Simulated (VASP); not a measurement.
# Rh (Fm-3m) in VASP: further runs

Runs on Rh. Level: PBE. Tasks: single point, relaxation of cell and atoms.

Program: VASP 6.6.1. These are calculated values, not measurements. Logs are shortened: lines on timing, memory, paths and dates and some standing lists are left out, and cuts for length are marked.

## (1) The cell of the first run

Symmetry: Fm-3m, No. 225, cubic system. Conventional cell: a = 3.747 Å, b = 3.747 Å, c = 3.747 Å, α = 90.00°, β = 90.00°, γ = 90.00°. Rh (site symmetry m-3m) has 12 Rh at 2.65 Å within 3.5 Å.

## (2) Single point, PBE

Contents of INCAR:

```
SYSTEM = Rh
PREC = Accurate
ENCUT = 500
EDIFF = 1E-6
ISMEAR = -1
SIGMA = 0.05
LREAL = .False.
LASPH = .True.
NELM = 120
ALGO = Normal
ISIF = 2
LWAVE = .False.
LCHARG = .False.
GGA = PE
NBANDS = 14
GGA_COMPAT = .False.
```

Contents of KPOINTS:

```
Automatic mesh
0
Gamma
  9 9 9
  0 0 0
```

Contents of POSCAR:

```
Rh
1.0
    2.6498609233      0.0000000000      0.0000000000
    1.3249304617      2.2948468761      0.0000000000
    1.3249304617      0.7649489587      2.1636023838
Rh
1
Direct
    0.0000000000      0.0000000000      0.0000000000
```

Potentials or basis: VASP PAW PBE potentials, release 64 (Rh_pv).

Started as:

```bash
> cat potpaw_PBE.64/Rh_pv/POTCAR > POTCAR
> mpirun -np 1 vasp_std > vasp.out
```

OUTCAR:

```text
SYSTEM = Rh
   PREC = Accurate
   ENCUT = 500
   EDIFF = 1E-6
   ISMEAR = -1
   LREAL = .False.
   LASPH = .True.
   NELM = 120
   ISIF = 2
   GGA = PE

 ion  position               nearest neighbor table
   1  0.000  0.000  0.000-

  LATTYP: Found a face centered cubic cell.
 ALAT       =     3.7474692562

  Lattice vectors:

 A1 = (   2.6498609233,   0.0000000000,   0.0000000000)
 A2 = (   1.3249304617,   2.2948468761,   0.0000000000)
 A3 = (   1.3249304617,   0.7649489587,   2.1636023838)

Analysis of symmetry for initial positions (statically):
=====================================================================
 Subroutine PRICEL returns:
 Original cell was already a primitive cell.

 Routine SETGRP: Setting up the symmetry group for a
 face centered cubic supercell.

 Subroutine GETGRP returns: Found 48 space group operations
[... 9 lines left out ...]

 Routine SETGRP: Setting up the symmetry group for a
 face centered cubic supercell.

 Subroutine GETGRP returns: Found 48 space group operations
[... 11 lines left out ...]
                                     Primitive cell

  volume of cell :      13.1569

  direct lattice vectors                    reciprocal lattice vectors
     2.649860923  0.000000000  0.000000000     0.377378296 -0.217879461 -0.154064044
     1.324930462  2.294846876  0.000000000     0.000000000  0.435758922 -0.154064044
     1.324930462  0.764948959  2.163602384     0.000000000  0.000000000  0.462192133

  length of vectors
     2.649860923  2.649860923  2.649860923     0.462192133  0.462192133  0.462192133

  position of ions in fractional coordinates (direct lattice)
     0.000000000  0.000000000  0.000000000

  ion indices of the primitive-cell ions
   primitive index   ion index
                 1           1

----------------------------------------------------------------------------------------

 KPOINTS: Automatic mesh

Automatic generation of k-mesh.
 Grid dimensions read from file:
 generate k-points for:    9    9    9

 Generating k-lattice:

  Cartesian coordinates                     Fractional coordinates (reciprocal lattice)
     0.041930922 -0.024208829 -0.017118227     0.111111111 -0.000000000  0.000000000
     0.000000000  0.048417658 -0.017118227     0.000000000  0.111111111  0.000000000
     0.000000000  0.000000000  0.051354681     0.000000000  0.000000000  0.111111111

  Length of vectors
     0.051354681  0.051354681  0.051354681

  Shift w.r.t. Gamma in fractional coordinates (k-lattice)
     0.000000000  0.000000000  0.000000000

 Subroutine IBZKPT returns following result:
 ===========================================

 Found     35 irreducible k-points:

 Following reciprocal coordinates:
            Coordinates               Weight
  0.000000  0.000000  0.000000      1.000000
  0.111111  0.000000  0.000000      8.000000
  0.222222  0.000000 -0.000000      8.000000
  0.333333 -0.000000 -0.000000      8.000000
  0.444444  0.000000 -0.000000      8.000000
  0.111111  0.111111 -0.000000      6.000000
[... 16 lines left out ...]
 -0.333333  0.333333  0.000000     12.000000
  0.444444  0.444444  0.000000      6.000000
 [... further k-points ...]
   k-points           NKPTS =     35   k-points in BZ     NKDIM =     35   number of bands    NBANDS=     14
   number of dos      NEDOS =    301   number of ions     NIONS =      1
   total plane-waves  NPLWV =   8000
   dimension x,y,z NGX =    20 NGY =   20 NGZ =   20
   dimension x,y,z NGXF=    40 NGYF=   40 NGZF=   40
   ions per type =               1
   NGX,Y,Z   is equivalent  to a cutoff of  12.55, 12.55, 12.55 a.u.
   NGXF,Y,Z  is equivalent  to a cutoff of  25.10, 25.10, 25.10 a.u.
 SYSTEM =  Rh
   PREC   = accura    normal or accurate (medium, high low for compatibility)
   ISTART =      0    job   : 0-new  1-cont  2-samecut
   ICHARG =      2    charge: 1-file 2-atom 10-const
   ISPIN  =      1    spin polarized calculation?
   LNONCOLLINEAR =      F non collinear calculations
   LSORBIT =      F    spin-orbit coupling
   LASPH  =      T    aspherical Exc in radial PAW
   ENCUT  =  500.0 eV  36.75 Ry    6.06 a.u.   4.83  4.83  4.83*2*pi/ulx,y,z
   NELM   =    120;   NELMIN=  2; NELMDL= -5     # of ELM steps
   EDIFF  = 0.1E-05   stopping-criterion for ELM
   LREAL  =      F    real-space projection
   EDIFFG = 0.1E-04   stopping-criterion for IOM
   NSW    =      0    number of steps for IOM
   IBRION =     -1    ionic relax: 0-MD 1-quasi-New 2-CG
   NFREE  =      0    steps in history (QN), initial steepest desc. (CG)
   ISIF   =      2    stress and relaxation
   ISYM   =      2    0-nonsym 1-usesym 2-fastsym
   POTIM  = 0.5000    time-step for ionic-motion
   TEBEG  =    0.0;   TEEND  =   0.0 temperature during run
   PSTRESS=    0.0 pullay stress
   NELECT =      15.0000    total number of electrons
   NUPDOWN=      -1.0000    fix difference up-down
   EMIN   =  10.00;   EMAX   =-10.00  energy-range for DOS
[... 5 lines left out ...]
     AMIX     =   0.40;   BMIX     =  1.00
     AMIX_MAG =   1.60;   BMIX_MAG =  1.00
  volume/ion in A,a.u.               =      13.16        88.79
  Fermi-wavevector in a.u.,A,eV,Ry     =   1.710227  3.231861 39.795373  2.924877
  Thomas-Fermi vector in A             =   2.788565
   LORBIT       =      0    0 simple, 1 ext, 2 COOP (PROOUT), +10 PAW based schemes
   GGA     = PE    functional components
   LHFCALC =     F    Hartree Fock is set to
   AEXX    =    0.0000 exact exchange contribution
   IVDW    =     0    specifies the selected vdW correction
   LEPSILON=     F    determine dielectric tensor
   LRPA    =     F    only Hartree local field effects (RPA)
 non-spin polarized calculation
  energy-cutoff  :      500.00
  volume of cell :       13.16
 maximum number of plane-waves:       347
   NGX =  9   NGY =  9   NGZ =  9

 number of electron      15.0000000 magnetization

 Free energy of the ion-electron system (eV)
  ---------------------------------------------------
  ext. energy  EPLUGINS =         0.00000000
  ---------------------------------------------------
  free energy    TOTEN  =        -7.20294642 eV

  energy without entropy =       -7.19398619  energy(sigma->0) =       -7.19846630

 E-fermi :  12.6536     XC(G=0): -14.3200

 val. band max:       12.5879792986   @ k =   0.3333   0.2222   0.0000
 cond. band min:      12.6587189816   @ k =  -0.3333   0.3333   0.0000
 fundamental gap:      0.0707396829
 Fermi energy:        12.6536020931

 k-point     1 :       0.0000    0.0000    0.0000
  band No.  band energies     occupation
      1     -33.7414      2.00000
      2     -33.7414      2.00000
      3     -33.7414      2.00000
      4       4.4443      2.00000
      5       9.4307      2.00000
      6       9.4307      2.00000
      7       9.4307      2.00000
      8      11.6571      2.00000
      9      11.6571      2.00000
     10      28.6959      0.00000
     11      33.0954      0.00000
     12      34.3946      0.00000
     13      34.3946      0.00000
     14      34.3946      0.00000

 k-point     2 :       0.1111    0.0000    0.0000
  band No.  band energies     occupation
      1     -33.8445      2.00000
      2     -33.7552      2.00000
      3     -33.7552      2.00000
      4       4.9470      2.00000
      5       9.2216      2.00000
      6       9.6187      2.00000
      7       9.6187      2.00000
      8      11.5613      2.00000
      9      11.5613      2.00000
     10      29.4254      0.00000
     11      32.2188      0.00000
     12      33.0976      0.00000
     13      35.1618      0.00000
     14      35.1618      0.00000

 k-point     3 :       0.2222    0.0000   -0.0000
  band No.  band energies     occupation
      1     -34.1013      2.00000
      2     -33.7899      2.00000
      3     -33.7899      2.00000
      4       6.0569      2.00000
      5       9.1351      2.00000
      6       9.8320      2.00000
      7       9.8320      2.00000
      8      11.6802      2.00000
      9      11.6802      2.00000
     10      28.9605      0.00000
     11      30.5090      0.00000
     12      33.0972      0.00000
     13      37.1547      0.00000
     14      37.1547      0.00000

 k-point     4 :       0.3333   -0.0000   -0.0000
  band No.  band energies     occupation
      1     -34.3858      2.00000
      2     -33.8291      2.00000
      3     -33.8291      2.00000
      4       6.4359      2.00000
      5       9.6172      2.00000
      6       9.6172      2.00000
      7      10.6283      2.00000
      8      12.4662      1.95400
      9      12.4662      1.95400
     10      25.5601      0.00000
     11      29.5412      0.00000
     12      33.0966      0.00000
     13      36.8858      0.00000
     14      36.8858      0.00000

 k-point     5 :       0.4444    0.0000   -0.0000
  band No.  band energies     occupation
      1     -34.5676      2.00000
      2     -33.8546      2.00000
      3     -33.8546      2.00000
      4       6.2681      2.00000
      5       9.3734      2.00000
      6       9.3734      2.00000
      7      12.9423      0.00620
      8      13.2216      0.00002
      9      13.2216      0.00002
     10      22.4203      0.00000
     11      28.3684      0.00000
[... 276 lines left out ...]
 k-point    22 :      -0.4444    0.3333    0.0000
  band No.  band energies     occupation
      1     -34.4382      2.00000
      2     -34.1748      2.00000
      3     -33.9933      2.00000
      4       6.7536      2.00000
      5       7.4755      2.00000
      6      10.7216      2.00000
      7      11.9273      2.00000
      8      13.3782      0.00000
      9      19.2255      0.00000
     10      22.6232      0.00000
     11      26.3294      0.00000
     12      29.2708      0.00000
     13      33.0949      0.00000
     14      34.5958      0.00000

 k-point    23 :      -0.3333    0.3333    0.0000
  band No.  band energies     occupation
      1     -34.3174      2.00000
      2     -34.3121      2.00000
      3     -33.9463      2.00000
      4       7.3185      2.00000
      5       8.3349      2.00000
      6       9.6157      2.00000
      7      11.3789      2.00000
      8      12.6587      0.94888
      9      19.6286      0.00000
     10      23.0475      0.00000
     11      25.1984      0.00000
     12      31.7817      0.00000
     13      33.0850      0.00000
     14      33.2781      0.00000

 k-point    24 :       0.4444    0.4444    0.0000
  band No.  band energies     occupation
      1     -34.5190      2.00000
      2     -34.0431      2.00000
      3     -34.0431      2.00000
      4       6.0738      2.00000
      5       6.4476      2.00000
      6      13.2458      0.00001
      7      13.5797      0.00000
      8      13.5797      0.00000
      9      15.3955      0.00000
     10      26.3536      0.00000
     11      26.7082      0.00000
     12      26.7082      0.00000
     13      33.0912      0.00000
     14      36.3631      0.00000

 [... further k-points ...]

------------------------ aborting loop because EDIFF is reached ----------------------------------------

  FORCE on cell =-STRESS in cart. coord.  units (eV):
  Direction    XX          YY          ZZ          XY          YZ          ZX
  --------------------------------------------------------------------------------------
  -------------------------------------------------------------------------------------
  Total        1.6639204      1.6639204      1.6639204      0.0000000     -0.0000000      0.0000000
  in kB      202.6230630    202.6230630    202.6230630      0.0000000     -0.0000000      0.0000000
  external PRESSURE =     202.6230630 kB  Pullay stress =       0.0000000 kB

 VOLUME and BASIS-vectors are now :
 -----------------------------------------------------------------------------
  energy-cutoff  :      500.00
  volume of cell :       13.16
      direct lattice vectors                 reciprocal lattice vectors
     2.649860923  0.000000000  0.000000000     0.377378296 -0.217879461 -0.154064044
     1.324930462  2.294846876  0.000000000     0.000000000  0.435758922 -0.154064044
     1.324930462  0.764948959  2.163602384     0.000000000  0.000000000  0.462192133

 POSITION                                       TOTAL-FORCE (eV/Angst)
 -----------------------------------------------------------------------------------
      0.00000      0.00000      0.00000        -0.000000      0.000000      0.000000
 -----------------------------------------------------------------------------------
    total drift:                               -0.000000      0.000000     -0.000000

  FREE ENERGIE OF THE ION-ELECTRON SYSTEM (eV)
  ---------------------------------------------------
  free  energy   TOTEN  =        -7.2029464203 eV

  energy  without entropy=       -7.1939861876  energy(sigma->0) =       -7.19846630
```

It took 8.5 s on 1 thread of Intel Xeon 8259CL, shared host; peak memory 0.13 GiB.

Results:

```yaml
Free_energy: -7.2029 eV
Pressure: 20.3 GPa
```

Levels at points of the mesh, in eV from the Fermi level:
```tsv
k point	band 6	band 7	band 8	band 9	band 10	band 11
(0.00, 0.00, 0.00)	-3.22	-3.22	-1.00	-1.00	16.04	20.44
```

(Part 1 of 2 ends here.)
